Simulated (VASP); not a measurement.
# H2C11 in VASP: single point with PBE

Aim: the single point of H2C11 with PBE.

Program: VASP 6.6.1. These are calculated values, not measurements. Logs are shortened: lines on timing, memory, paths and dates and some standing lists are left out, and cuts for length are marked.

## Step 1: The cell of the first run

The cell holds a slab with vacuum, 26 atoms: a = 5.051 Å, b = 2.525 Å, c = 26.387 Å, α = 90.00°, β = 90.00°, γ = 90.00°.

## Step 2: Single point, PBE

The input, INCAR:

```
SYSTEM = H2C11
ALGO = Normal
DIPOL = 0.5 0.5 0.486
EDIFF = 1E-6
ENCUT = 520
GGA = PE
GGA_COMPAT = .FALSE.
IDIPOL = 3
ISIF = 2
ISMEAR = 0
LASPH = .TRUE.
LCHARG = .FALSE.
LDIPOL = .TRUE.
LREAL = .FALSE.
LWAVE = .FALSE.
NBANDS = 65
NELM = 120
NELMDL = -8
PREC = Accurate
SIGMA = 0.05
```

The input, KPOINTS:

```
k-points
0
G
  5 10 1
  0 0 0
```

The input, POSCAR:

```
H2C11
1.0
    5.0508265914      0.0000000000      0.0000000000
    0.0000000000      2.5254132957      0.0000000000
    0.0000000000      0.0000000000     26.3869203335
H C
4 22
Direct
    0.2500000000      0.1314227055      0.3221292933
    0.2500000000      0.8685772945      0.3221292933
    0.7500000000      0.8685772945      0.3221292933
    0.7500000000      0.1314227055      0.3221292933
    0.2500000000      0.5000000000      0.3470748342
    0.7500000000      0.5000000000      0.3470748342
    0.5000000000      0.5000000000      0.3809123727
    0.0000000000      0.5000000000      0.3809123727
    0.5000000000      0.0000000000      0.4147499113
    0.0000000000      0.0000000000      0.4147499113
    0.7500000000      0.0000000000      0.4485874498
    0.2500000000      0.0000000000      0.4485874498
    0.7500000000      0.5000000000      0.4824249883
    0.2500000000      0.5000000000      0.4824249883
    0.0038529029      0.5000000000      0.5162907218
    0.4961470971      0.5000000000      0.5162907218
    0.0040941142      0.0000000000      0.5500997067
    0.4959058858      0.0000000000      0.5500997067
    0.2500000000      0.0000000000      0.5870589112
    0.7500000000      0.0000000000      0.5811395516
    0.2500000000      0.5000000000      0.6229644795
    0.7500000000      0.5000000000      0.6129504689
    0.5183565125      0.5000000000      0.6533315620
   -0.0183565125      0.5000000000      0.6533315620
    0.6134146563      0.0000000000      0.6790140205
    0.8865853437      0.0000000000      0.6790140205
```

Potentials or basis: VASP PAW PBE potentials, release 64 (H, C).

Started as:

```bash
> cat potpaw_PBE.64/H/POTCAR potpaw_PBE.64/C/POTCAR > POTCAR
> mpirun -np 1 vasp_std > vasp.out
```

OUTCAR:

```text
SYSTEM = H2C11
   EDIFF = 1E-6
   ENCUT = 520
   GGA = PE
   ISIF = 2
   ISMEAR = 0
   LASPH = .TRUE.
   LREAL = .FALSE.
   NELM = 120
   NELMDL = -8
   PREC = Accurate

 ion  position               nearest neighbor table
   1  0.250  0.131  0.322-   2 0.66   5 1.14
   2  0.250  0.869  0.322-   1 0.66   5 1.14
   3  0.750  0.869  0.322-   4 0.66   6 1.14
   4  0.750  0.131  0.322-   3 0.66   6 1.14
   5  0.250  0.500  0.347-   1 1.14   2 1.14   7 1.55   8 1.55
   6  0.750  0.500  0.347-   3 1.14   4 1.14   7 1.55   8 1.55
   7  0.500  0.500  0.381-   5 1.55   6 1.55   9 1.55   9 1.55
   8  0.000  0.500  0.381-   5 1.55   6 1.55  10 1.55  10 1.55
   9  0.500  0.000  0.415-  11 1.55  12 1.55   7 1.55   7 1.55
  10  0.000  0.000  0.415-  11 1.55  12 1.55   8 1.55   8 1.55
[... 12 lines left out ...]
  23  0.518  0.500  0.653-  25 1.51  25 1.51  21 1.57  22 1.58
  24  0.982  0.500  0.653-  26 1.51  26 1.51  21 1.57  22 1.58
  25  0.613  0.000  0.679-  26 1.38  23 1.51  23 1.51
  26  0.887  0.000  0.679-  25 1.38  24 1.51  24 1.51

  LATTYP: Found a simple orthorhombic cell.
 ALAT       =     2.5254132957
 B/A-ratio  =     2.0000000000
 C/A-ratio  =    10.4485552438

  Lattice vectors:

 A1 = (   0.0000000000,  -2.5254132957,   0.0000000000)
 A2 = (   5.0508265914,   0.0000000000,   0.0000000000)
 A3 = (   0.0000000000,   0.0000000000,  26.3869203335)

Analysis of symmetry for initial positions (statically):
=====================================================================
 Subroutine PRICEL returns:
 Original cell was already a primitive cell.

 Routine SETGRP: Setting up the symmetry group for a
 simple orthorhombic supercell.

 Subroutine GETGRP returns: Found  4 space group operations
 (whereof  2 operations were pure point group operations)
 out of a pool of  8 trial point group operations.

The static configuration has the point symmetry C_1h.
 The point group associated with its full space group is C_2v.

Analysis of symmetry for dynamics (positions and initial velocities):
=====================================================================
 Subroutine PRICEL returns:
 Original cell was already a primitive cell.

 Routine SETGRP: Setting up the symmetry group for a
 simple orthorhombic supercell.

 Subroutine GETGRP returns: Found  4 space group operations
 (whereof  2 operations were pure point group operations)
 out of a pool of  8 trial point group operations.

The dynamic configuration has the point symmetry C_1h.
 The point group associated with its full space group is C_2v.

 Subroutine INISYM returns: Found  4 space group operations
 (whereof  2 operations are pure point group operations),
 and found     1 'primitive' translations

----------------------------------------------------------------------------------------

                                     Primitive cell

  volume of cell :     336.5764

  direct lattice vectors                    reciprocal lattice vectors
     5.050826591  0.000000000  0.000000000     0.197987395  0.000000000  0.000000000
     0.000000000  2.525413296  0.000000000     0.000000000  0.395974790  0.000000000
     0.000000000  0.000000000 26.386920334     0.000000000  0.000000000  0.037897564

  length of vectors
     5.050826591  2.525413296 26.386920334     0.197987395  0.395974790  0.037897564

  position of ions in fractional coordinates (direct lattice)
     0.250000000  0.131422706  0.322129293
     0.250000000  0.868577294  0.322129293
     0.750000000  0.868577294  0.322129293
     0.750000000  0.131422706  0.322129293
     0.250000000  0.500000000  0.347074834
     0.750000000  0.500000000  0.347074834
[... 18 lines left out ...]
     0.613414656  0.000000000  0.679014020
     0.886585344  0.000000000  0.679014020

  ion indices of the primitive-cell ions
   primitive index   ion index
                 1           1
                 2           2
                 3           3
                 4           4
                 5           5
                 6           6
[... 18 lines left out ...]
                25          25
                26          26

----------------------------------------------------------------------------------------

 KPOINTS: k-points

Automatic generation of k-mesh.
 Grid dimensions read from file:
 generate k-points for:    5   10    1

 Generating k-lattice:

  Cartesian coordinates                     Fractional coordinates (reciprocal lattice)
     0.039597479  0.000000000  0.000000000     0.200000000  0.000000000  0.000000000
     0.000000000  0.039597479  0.000000000     0.000000000  0.100000000  0.000000000
     0.000000000  0.000000000  0.037897564     0.000000000  0.000000000  1.000000000

  Length of vectors
     0.039597479  0.039597479  0.037897564

  Shift w.r.t. Gamma in fractional coordinates (k-lattice)
     0.000000000  0.000000000  0.000000000

 Subroutine IBZKPT returns following result:
 ===========================================

 Found     18 irreducible k-points:

 Following reciprocal coordinates:
            Coordinates               Weight
  0.000000  0.000000  0.000000      1.000000
  0.200000  0.000000  0.000000      2.000000
  0.400000  0.000000  0.000000      2.000000
  0.000000  0.100000  0.000000      2.000000
  0.200000  0.100000  0.000000      4.000000
  0.400000  0.100000  0.000000      4.000000
[... 10 lines left out ...]
  0.200000  0.500000  0.000000      2.000000
  0.400000  0.500000  0.000000      2.000000
   k-points           NKPTS =     18   k-points in BZ     NKDIM =     18   number of bands    NBANDS=     65
   number of dos      NEDOS =    301   number of ions     NIONS =     26
   total plane-waves  NPLWV = 156800
   dimension x,y,z NGX =    40 NGY =   20 NGZ =  196
   dimension x,y,z NGXF=    80 NGYF=   40 NGZF=  392
   ions per type =               4  22
   NGX,Y,Z   is equivalent  to a cutoff of  13.17, 13.17, 12.35 a.u.
   NGXF,Y,Z  is equivalent  to a cutoff of  26.33, 26.33, 24.70 a.u.
 SYSTEM =  H2C11
   PREC   = accura    normal or accurate (medium, high low for compatibility)
   ISTART =      0    job   : 0-new  1-cont  2-samecut
   ICHARG =      2    charge: 1-file 2-atom 10-const
   ISPIN  =      1    spin polarized calculation?
   LNONCOLLINEAR =      F non collinear calculations
   LSORBIT =      F    spin-orbit coupling
   LASPH  =      T    aspherical Exc in radial PAW
   ENCUT  =  520.0 eV  38.22 Ry    6.18 a.u.   9.39  4.70 49.06*2*pi/ulx,y,z
   NELM   =    120;   NELMIN=  2; NELMDL= -8     # of ELM steps
   EDIFF  = 0.1E-05   stopping-criterion for ELM
   LREAL  =      F    real-space projection
   EDIFFG = 0.1E-04   stopping-criterion for IOM
   NSW    =      0    number of steps for IOM
   IBRION =     -1    ionic relax: 0-MD 1-quasi-New 2-CG
   NFREE  =      0    steps in history (QN), initial steepest desc. (CG)
   ISIF   =      2    stress and relaxation
   ISYM   =      2    0-nonsym 1-usesym 2-fastsym
   POTIM  = 0.5000    time-step for ionic-motion
   TEBEG  =    0.0;   TEEND  =   0.0 temperature during run
   PSTRESS=    0.0 pullay stress
   NELECT =      92.0000    total number of electrons
   NUPDOWN=      -1.0000    fix difference up-down
   EMIN   =  10.00;   EMAX   =-10.00  energy-range for DOS
   EFERMI =   0.00;   METHOD = LEGACY
   ISMEAR =     0;   SIGMA  =   0.05  broadening in eV -4-tet -1-fermi 0-gaus
   EFERMI_NEDOS =   21; number of points for ismear=-14 and -15
   IALGO  =     38    algorithm
   IMIX   =      4    mixing-type and parameters
     AMIX     =   0.40;   BMIX     =  1.00
     AMIX_MAG =   1.60;   BMIX_MAG =  1.00
  volume/ion in A,a.u.               =      12.95        87.36
  Fermi-wavevector in a.u.,A,eV,Ry     =   1.062453  2.007744 15.358332  1.128806
  Thomas-Fermi vector in A             =   2.197904
   LORBIT       =      0    0 simple, 1 ext, 2 COOP (PROOUT), +10 PAW based schemes
   GGA     = PE    functional components
   LHFCALC =     F    Hartree Fock is set to
   AEXX    =    0.0000 exact exchange contribution
   IVDW    =     0    specifies the selected vdW correction
   LEPSILON=     F    determine dielectric tensor
   LRPA    =     F    only Hartree local field effects (RPA)
 non-spin polarized calculation
 Gauss-broadening in eV      SIGMA  =   0.05
  energy-cutoff  :      520.00
  volume of cell :      336.58
 maximum number of plane-waves:      9129
 NGX is ok and might be reduce to    40
   NGX = 19   NGY =  9   NGZ = 99

 number of electron      92.0000010 magnetization

 dipolmoment           0.000000      0.000000      0.208867 electrons x Angstroem

 Free energy of the ion-electron system (eV)
  ---------------------------------------------------
  ext. energy  EPLUGINS =         0.00000000
  ---------------------------------------------------
  free energy    TOTEN  =      -202.69708369 eV

  energy without entropy =     -202.69708369  energy(sigma->0) =     -202.69708369

 E-fermi :   2.2232     XC(G=0):  -5.8856

 val. band max:        1.9317469708   @ k =   0.0000   0.0000   0.0000
 cond. band min:       2.6287525581   @ k =   0.4000   0.5000   0.0000
 fundamental gap:      0.6970055873
 Fermi energy:         2.2231753739

 k-point     1 :       0.0000    0.0000    0.0000
  band No.  band energies     occupation
      1     -20.1670      2.00000
      2     -19.5429      2.00000
      3     -18.4872      2.00000
      4     -16.9963      2.00000
      5     -15.6849      2.00000
      6     -15.6754      2.00000
[... 50 lines left out ...]
     57       6.4992      0.00000
     58       6.7288      0.00000

 k-point     2 :       0.2000    0.0000    0.0000
  band No.  band energies     occupation
      1     -19.9934      2.00000
      2     -19.3906      2.00000
      3     -18.3542      2.00000
      4     -17.1971      2.00000
      5     -16.9116      2.00000
      6     -16.4002      2.00000
[... 50 lines left out ...]
     57       7.1814      0.00000
     58       7.2011      0.00000
[... 913 lines left out ...]
     57       9.0835      0.00000
     58       9.2177      0.00000

 k-point    18 :       0.4000    0.5000    0.0000
  band No.  band energies     occupation
      1     -15.1248      2.00000
      2     -15.0982      2.00000
      3     -14.7268      2.00000
      4     -14.6382      2.00000
      5     -14.1037      2.00000
      6     -14.0711      2.00000
[... 50 lines left out ...]
     57       8.4300      0.00000
     58       8.6542      0.00000
 [bands above 58 left out]

------------------------ aborting loop because EDIFF is reached ----------------------------------------

 vacuum level on the upper side and lower side of the slab       (xc-potential included)         1.243        -1.657

  FORCE on cell =-STRESS in cart. coord.  units (eV):
  Direction    XX          YY          ZZ          XY          YZ          ZX
  --------------------------------------------------------------------------------------
  -------------------------------------------------------------------------------------
  Total       -2.0931371     41.0373891     -3.2554331      0.0000000      0.0000000      0.0000000
  in kB       -9.9637917    195.3469692    -15.4965753      0.0000000      0.0000000      0.0000000
  external PRESSURE =      56.6288674 kB  Pullay stress =       0.0000000 kB

 VOLUME and BASIS-vectors are now :
 -----------------------------------------------------------------------------
  energy-cutoff  :      520.00
  volume of cell :      336.58
      direct lattice vectors                 reciprocal lattice vectors
     5.050826591  0.000000000  0.000000000     0.197987395  0.000000000  0.000000000
     0.000000000  2.525413296  0.000000000     0.000000000  0.395974790  0.000000000
     0.000000000  0.000000000 26.386920334     0.000000000  0.000000000  0.037897564

 POSITION                                       TOTAL-FORCE (eV/Angst)
 -----------------------------------------------------------------------------------
      1.26271      0.33190      8.50000         0.000000     12.456212      0.543976
      1.26271      2.19352      8.50000         0.000000    -12.456212      0.543976
      3.78812      2.19352      8.50000         0.000000    -12.456391      0.543213
      3.78812      0.33190      8.50000         0.000000     12.456391      0.543213
      1.26271      1.26271      9.15824         0.000000     -0.000000      0.188278
      3.78812      1.26271      9.15824         0.000000     -0.000000      0.179029
[... 18 lines left out ...]
      3.09825      0.00000     17.91709        -0.055022     -0.000000      0.045304
      4.47799      0.00000     17.91709         0.055022     -0.000000      0.045304
 -----------------------------------------------------------------------------------
    total drift:                                0.000000     -0.000000     -0.000479

  FREE ENERGIE OF THE ION-ELECTRON SYSTEM (eV)
  ---------------------------------------------------
  free  energy   TOTEN  =      -202.6970836853 eV

  energy  without entropy=     -202.6970836853  energy(sigma->0) =     -202.69708369

 vacuum level on the upper side and lower side of the slab         6.785         3.830
```

It took 26 min on 1 thread of Intel Xeon Platinum 8488C (Sapphire Rapids), shared host; peak memory 0.54 GiB.

What came out:

| Quantity | Value |
| --- | --- |
| Free energy | -202.6971 eV |
| Largest force | 12.468 eV/Å |
| Band gap on the k mesh | 0.70 eV (least direct gap 1.39 eV) |

Forces in eV/Å, atoms in the order of the input:
```
H     0.000  12.456   0.544
H     0.000 -12.456   0.544
H     0.000 -12.456   0.543
H     0.000  12.456   0.543
C     0.000   0.000   0.188
C     0.000   0.000   0.179
C     0.012   0.000  -1.372
C    -0.012   0.000  -1.372
C    -0.026   0.000   0.088
C     0.026   0.000   0.088
C     0.000   0.000   0.054
C     0.000   0.000  -0.090
C     0.000   0.000   0.328
C     0.000   0.000  -0.334
C    -0.005   0.000  -0.005
C     0.005   0.000  -0.005
C     0.012   0.000  -0.004
C    -0.012   0.000  -0.004
C     0.000   0.000   0.008
C     0.000   0.000   0.004
C     0.000   0.000   0.008
C     0.000   0.000   0.002
C    -0.033   0.000  -0.013
C     0.033   0.000  -0.013
C    -0.055   0.000   0.045
C     0.055   0.000   0.045
```

Levels at points of the mesh, in eV from the valence-band top:
```csv
k point,band 42,band 43,band 44,band 45,band 46,band 47,band 48,band 49,band 50,band 51
"(0.00, 0.00, 0.00)",-1.92,-1.62,-0.77,-0.44,0.00,1.39,1.86,2.72,3.40,3.44
"(0.00, 0.50, 0.00)",-3.68,-3.53,-3.38,-3.23,-2.42,0.71,2.89,3.66,4.34,4.35
```
